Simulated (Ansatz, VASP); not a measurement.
One calculation of FeCo, two programs

INCAR

```
PREC = Accurate ; ENCUT = 600
EDIFF = 1E-6 ; ISMEAR = -1
SIGMA = 0.1 ; LREAL = F
LASPH = T ; NELM = 200
ALGO = Normal ; ISIF = 2
LWAVE = F ; LCHARG = F
ISPIN = 2 ; MAGMOM = 2.7 1.8
LORBIT = 11 ; LMAXMIX = 4
GGA = PS ; NBANDS = 20
GGA_COMPAT = F
```

The input KPOINTS:

```
regular mesh
0
Gamma
  14 14 14
```

Contents of POSCAR:

```
FeCo
1.0
    2.8006688116      0.0000000000      0.0000000000
    0.0000000000      2.8006688116      0.0000000000
    0.0000000000      0.0000000000      2.8006688116
Fe Co
1 1
Direct
    0.5000000000      0.5000000000      0.5000000000
    0.0000000000      0.0000000000      0.0000000000
```

Input for Ansatz:

```yaml
crystal:
  lattice:
    - [2.8006688116, 0.0, 0.0]
    - [0.0, 2.8006688116, 0.0]
    - [0.0, 0.0, 2.8006688116]
  atoms:
    - { symbol: Fe, position: [0.5, 0.5, 0.5], spin: 2.7 }
    - { symbol: Co, position: [0.0, 0.0, 0.0], spin: 1.8 }
magnetization:
  spin_polarized: true
kpoints:
  mp_grid: { grid: [14, 14, 14] }
scf:
  occupations: { method: fermi_dirac, width: 0.1 }
hamiltonian:
  xc: pbesol
  pseudopotentials: { kind: all_electron, lapw: { basis_error: 0.001 } }
output:
  forces: true
  stress: true
  eigenvalues: true
  eigenstates:
    nscf_kmesh: { grid: [20, 20, 20] }
    de_dk: true
    e_range: [-14, 14]
  optics:
    e_range: [0, 30]
    de: 0.2
    sigma: 0.2
    bands: { spectra_wanted_up_to: 30 }
    nscf_kmesh: { grid: [20, 20, 20] }
    drude_damping: 0.05
checkpoint:
  write: ck
  write_wavefunctions: false
```

Alike in both runs: task single point; functional PBEsol; k mesh 14 × 14 × 14; occupations fermi-dirac, width 0.1 eV; collinear spin.

```csv
,VASP,Ansatz
version,VASP 6.6.1,Ansatz 0.2.0
potentials or method,"VASP PAW PBE potentials, release 64 (Fe, Co), cutoff 600 eV","all-electron LAPW, scalar-relativistic"
```

```tsv
	VASP	Ansatz	Ansatz less VASP
pressure (GPa)	-0.4	-0.1	+0.37
net moment per atom (μB)	2.21	2.22	+0.007
size of the moment on the site where the two differ most (μB)	1.73	1.79	+0.060
```

VASP's potentials were made for PBE, not for PBEsol. Site moments also hang on the region over which each program counts them. Ansatz ran all-electron here, and VASP with PAW potentials. Ansatz's warnings: optics on partly filled bands.
